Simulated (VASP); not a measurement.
# Pt (P6/mmm) in VASP: further runs, part 2 of 2

VASP 6.6.1. Earlier steps stand in the parts before.

### 3 Relaxation of shape and atoms at fixed volume, PBE

This run uses another cell than the first one, of 12.80 Å³/atom.

File INCAR:

```
ALGO = Normal
EDIFF = 1E-7
EDIFFG = -0.005
ENCUT = 600
GGA = PE
IBRION = 2
ISIF = 4
ISMEAR = -1
LASPH = T
LCHARG = F
LREAL = F
LWAVE = F
NELM = 60
NSW = 50
PREC = Accurate
SIGMA = 0.08
```

File KPOINTS:

```
k-points
0
Gamma
  16 16 15
```

File POSCAR:

```
Pt
1.0
    2.4533501312      0.0000000000      0.0000000000
   -1.2266750656      2.1246635380      0.0000000000
    0.0000000000      0.0000000000      2.4548515570
Pt
1
Direct
    0.0000000000      0.0000000000      0.0000000000
```

Potentials or basis: VASP PAW PBE potentials, release 64 (Pt).

Command:

```sh
$ cat potpaw_PBE.64/Pt/POTCAR > POTCAR
$ mpirun -np 1 vasp_std > vasp.out
```

OUTCAR:

```text
EDIFF = 1E-7
   EDIFFG = -0.005
   ENCUT = 600
   GGA = PE
   IBRION = 2
   ISIF = 4
   ISMEAR = -1
   LASPH = T
   LREAL = F
   NELM = 60
   NSW = 50
   PREC = Accurate

 ion  position               nearest neighbor table
   1  0.000  0.000  0.000-

  LATTYP: Found a hexagonal cell.
 ALAT       =     2.4533501312
 C/A-ratio  =     1.0006119900

  Lattice vectors:

 A1 = (   2.4533501312,   0.0000000000,   0.0000000000)
 A2 = (  -1.2266750656,   2.1246635380,   0.0000000000)
 A3 = (   0.0000000000,   0.0000000000,   2.4548515570)

Analysis of symmetry for initial positions (statically):
=====================================================================
 Subroutine PRICEL returns:
 Original cell was already a primitive cell.

 Routine SETGRP: Setting up the symmetry group for a
 hexagonal supercell.

 Subroutine GETGRP returns: Found 24 space group operations
 (whereof 24 operations were pure point group operations)
 out of a pool of 24 trial point group operations.

The static configuration has the point symmetry D_6h.

Analysis of symmetry for dynamics (positions and initial velocities):
=====================================================================
 Subroutine PRICEL returns:
 Original cell was already a primitive cell.

 Routine SETGRP: Setting up the symmetry group for a
 hexagonal supercell.

 Subroutine GETGRP returns: Found 24 space group operations
 (whereof 24 operations were pure point group operations)
 out of a pool of 24 trial point group operations.

The dynamic configuration has the point symmetry D_6h.

 Subroutine INISYM returns: Found 24 space group operations
 (whereof 24 operations are pure point group operations),
 and found     1 'primitive' translations

----------------------------------------------------------------------------------------

                                     Primitive cell

  volume of cell :      12.7960

  direct lattice vectors                    reciprocal lattice vectors
     2.453350131  0.000000000  0.000000000     0.407605905  0.235331379  0.000000000
    -1.226675066  2.124663538  0.000000000     0.000000000  0.470662758  0.000000000
     0.000000000  0.000000000  2.454851557     0.000000000  0.000000000  0.407356607

  length of vectors
     2.453350131  2.453350131  2.454851557     0.470662758  0.470662758  0.407356607

  position of ions in fractional coordinates (direct lattice)
     0.000000000  0.000000000  0.000000000

  ion indices of the primitive-cell ions
   primitive index   ion index
                 1           1

----------------------------------------------------------------------------------------

 KPOINTS: k-points

Automatic generation of k-mesh.
 Grid dimensions read from file:
 generate k-points for:   16   16   15

 Generating k-lattice:

  Cartesian coordinates                     Fractional coordinates (reciprocal lattice)
     0.025475369  0.014708211  0.000000000     0.062500000  0.000000000  0.000000000
     0.000000000  0.029416422  0.000000000     0.000000000  0.062500000  0.000000000
     0.000000000  0.000000000  0.027157107     0.000000000  0.000000000  0.066666667

[... 44 lines left out ...]
   NGX,Y,Z   is equivalent  to a cutoff of  13.55, 13.55, 13.54 a.u.
   NGXF,Y,Z  is equivalent  to a cutoff of  27.11, 27.11, 27.09 a.u.
 SYSTEM =  unknown system
   PREC   = accura    normal or accurate (medium, high low for compatibility)
   ISTART =      0    job   : 0-new  1-cont  2-samecut
   ICHARG =      2    charge: 1-file 2-atom 10-const
   ISPIN  =      1    spin polarized calculation?
   LNONCOLLINEAR =      F non collinear calculations
   LSORBIT =      F    spin-orbit coupling
   LASPH  =      T    aspherical Exc in radial PAW
   ENCUT  =  600.0 eV  44.10 Ry    6.64 a.u.   4.90  4.90  4.90*2*pi/ulx,y,z
   NELM   =     60;   NELMIN=  2; NELMDL= -5     # of ELM steps
   EDIFF  = 0.1E-06   stopping-criterion for ELM
   LREAL  =      F    real-space projection
   EDIFFG = -.5E-02   stopping-criterion for IOM
   NSW    =     50    number of steps for IOM
   IBRION =      2    ionic relax: 0-MD 1-quasi-New 2-CG
   NFREE  =      1    steps in history (QN), initial steepest desc. (CG)
   ISIF   =      4    stress and relaxation
   ISYM   =      2    0-nonsym 1-usesym 2-fastsym
   POTIM  = 0.5000    time-step for ionic-motion
   TEBEG  =    0.0;   TEEND  =   0.0 temperature during run
   PSTRESS=    0.0 pullay stress
   NELECT =      10.0000    total number of electrons
   NUPDOWN=      -1.0000    fix difference up-down
   EMIN   =  10.00;   EMAX   =-10.00  energy-range for DOS
   EFERMI =   0.00;   METHOD = LEGACY
   ISMEAR =    -1;   SIGMA  =   0.08  broadening in eV -4-tet -1-fermi 0-gaus
   EFERMI_NEDOS =   21; number of points for ismear=-14 and -15
   IALGO  =     38    algorithm
   IMIX   =      4    mixing-type and parameters
     AMIX     =   0.40;   BMIX     =  1.00
     AMIX_MAG =   1.60;   BMIX_MAG =  1.00
  volume/ion in A,a.u.               =      12.80        86.35
  Fermi-wavevector in a.u.,A,eV,Ry     =   1.507937  2.849588 30.937932  2.273874
  Thomas-Fermi vector in A             =   2.618457
   LORBIT       =      0    0 simple, 1 ext, 2 COOP (PROOUT), +10 PAW based schemes
   GGA     = PE    functional components
   LHFCALC =     F    Hartree Fock is set to
   AEXX    =    0.0000 exact exchange contribution
   IVDW    =     0    specifies the selected vdW correction
   LEPSILON=     F    determine dielectric tensor
   LRPA    =     F    only Hartree local field effects (RPA)
 conjugate gradient relaxation of ions
 non-spin polarized calculation
  energy-cutoff  :      600.00
  volume of cell :       12.80
 maximum number of plane-waves:       442
 NGX is ok and might be reduce to    20
   NGX =  9   NGY =  9   NGZ =  9

--------------------------------------- Ionic step        1  -------------------------------------------

 number of electron      10.0000000 magnetization

 number of electron       9.9999999 magnetization

 Free energy of the ion-electron system (eV)
  ---------------------------------------------------
  ext. energy  EPLUGINS =         0.00000000
  ---------------------------------------------------
  free energy    TOTEN  =        -4.81862268 eV

  energy without entropy =       -4.80562617  energy(sigma->0) =       -4.81212443

------------------------ aborting loop because EDIFF is reached ----------------------------------------

  FORCE on cell =-STRESS in cart. coord.  units (eV):
  Direction    XX          YY          ZZ          XY          YZ          ZX
  --------------------------------------------------------------------------------------
  -------------------------------------------------------------------------------------
  Total       10.8002375     10.8002375      8.0958663      0.0000000      0.0000000      0.0000000
  in kB     1352.2872486   1352.2872486   1013.6755570      0.0000000      0.0000000      0.0000000
  external PRESSURE =    1239.4166847 kB  Pullay stress =       0.0000000 kB
[... 197 lines left out ...]
--------------------------------------- Ionic step        7  -------------------------------------------

 number of electron      10.0000000 magnetization

 Free energy of the ion-electron system (eV)
  ---------------------------------------------------
  ext. energy  EPLUGINS =         0.00000000
  ---------------------------------------------------
  free energy    TOTEN  =        -4.84045203 eV

  energy without entropy =       -4.82580559  energy(sigma->0) =       -4.83312881

 E-fermi :  14.6416     XC(G=0): -14.4055

 val. band max:       14.6142102512   @ k =   0.3750   0.0000   0.2667
 cond. band min:      14.6487432488   @ k =   0.3750   0.0000   0.0667
 fundamental gap:      0.0345329976
 Fermi energy:        14.6415643537

 k-point     1 :       0.0000    0.0000    0.0000
  band No.  band energies     occupation
      1       2.6183      2.00000
      2       6.0047      2.00000
      3       9.6216      2.00000
      4       9.6216      2.00000
      5      15.2886      0.00061
      6      15.2886      0.00061
      7      29.2913      0.00000
      8      30.0643      0.00000
      9      38.1707      0.00000
[... 265 lines left out ...]
 k-point    24 :       0.2500    0.1875    0.0000
  band No.  band energies     occupation
      1       6.8174      2.00000
      2       7.3573      2.00000
      3       8.8343      2.00000
      4      12.1126      2.00000
      5      13.9586      1.99961
      6      16.2178      0.00000
      7      25.1508      0.00000
      8      27.8221      0.00000
      9      34.9055      0.00000

 [... further k-points ...]

------------------------ aborting loop because EDIFF is reached ----------------------------------------

  FORCE on cell =-STRESS in cart. coord.  units (eV):
  Direction    XX          YY          ZZ          XY          YZ          ZX
  --------------------------------------------------------------------------------------
  -------------------------------------------------------------------------------------
  Total        9.7329176      9.7329176      9.7329004      0.0000000     -0.0000000      0.0000000
  in kB     1218.6491597   1218.6491597   1218.6470080      0.0000000     -0.0000000      0.0000000
  external PRESSURE =    1218.6484424 kB  Pullay stress =       0.0000000 kB
[... 16 lines left out ...]
  FREE ENERGIE OF THE ION-ELECTRON SYSTEM (eV)
  ---------------------------------------------------
  free  energy   TOTEN  =        -4.8404520272 eV

  energy  without entropy=       -4.8258055852  energy(sigma->0) =       -4.83312881

 reached required accuracy - stopping structural energy minimisation
```

OSZICAR:

```text
N       E                     dE             d eps       ncg     rms          rms(c)
DAV:   1     0.453243490895E+02    0.45324E+02   -0.62800E+03  4392   0.120E+03
DAV:   2    -0.475429927617E+01   -0.50079E+02   -0.48191E+02  4614   0.212E+02
DAV:   3    -0.518835176836E+01   -0.43405E+00   -0.43255E+00  5489   0.207E+01
DAV:   4    -0.518955206607E+01   -0.12003E-02   -0.12003E-02  4976   0.108E+00
[... 49 lines left out ...]
DAV:   1    -0.484056270607E+01   -0.17133E-03   -0.48402E-03  4381   0.636E-01    0.565E-02
DAV:   2    -0.484047806183E+01    0.84644E-04   -0.79347E-05  4469   0.824E-02    0.237E-02
DAV:   3    -0.484045226165E+01    0.25800E-04   -0.56232E-05  4779   0.631E-02    0.756E-03
DAV:   4    -0.484045210706E+01    0.15460E-06   -0.13365E-06  4584   0.111E-02    0.288E-03
DAV:   5    -0.484045202717E+01    0.79882E-07   -0.44289E-08  2394   0.194E-03
   7 F= -.48404520E+01 E0= -.48331288E+01  d E =-.528083E-05
```

CONTCAR:

```text
Pt
   1.00000000000000
     2.4732113114334289   -0.0000000000000000   -0.0000000000000000
    -1.2366056557167144    2.1418638246325119    0.0000000000000000
     0.0000000000000000    0.0000000000000000    2.4155823850472862
  Pt
     1
Direct
     0.0000000000000000    0.0000000000000000    0.0000000000000000

  0.00000000E+00  0.00000000E+00  0.00000000E+00
```

Run time: 1.7 min. Hardware: 1 thread of Intel Xeon Platinum 8559C (Emerald Rapids), shared host; peak memory 0.16 GiB.

What came out:

```yaml
Free_energy: -4.8405 eV
Energy_gained_by_relaxing: 21.8 meV/atom
Ionic_steps: 7
Pressure_after_relaxing: 121.9 GPa
Band_gap_on_the_k_mesh: zero (bands 5 and 6 overlap by 4.68 eV)
```

Step by step:
| step | energy change (eV) | largest force (eV/Å) | pressure (GPa) | volume (Å³) |
| --- | --- | --- | --- | --- |
| 1 | 0.0000 | 0.0000 | 123.94 | 12.80 |
| 2 | 0.4491 | 0.0000 | 131.85 | 12.80 |
| 3 | -0.0218 | 0.0000 | 121.94 | 12.80 |
| 4 | -0.0218 | 0.0000 | 121.87 | 12.80 |
| 5 | -0.0218 | 0.0000 | 121.85 | 12.80 |
| 6 | -0.0218 | 0.0000 | 121.94 | 12.80 |
| 7 | -0.0218 | 0.0000 | 121.86 | 12.80 |

Final structure:
```xyz
1
Lattice="2.4732 0.0000 0.0000 -1.2366 2.1419 0.0000 0.0000 0.0000 2.4156" Properties=species:S:1:pos:R:3 pbc="T T T"
Pt    0.0000    0.0000    0.0000
```

Levels at points of the mesh, in eV from the Fermi level:
```tsv
k point	band 1	band 2	band 3	band 4	band 5	band 6	band 7	band 8	band 9
(0.00, 0.00, 0.00)	-12.02	-8.64	-5.02	-5.02	0.65	0.65	14.65	15.42	23.53
(0.50, 0.00, 0.00)	-9.57	-7.18	-3.27	-0.89	-0.21	1.28	7.96	14.63	17.84
```

Caveat: spin-orbit coupling is left out, which moves the levels of the heavy elements.
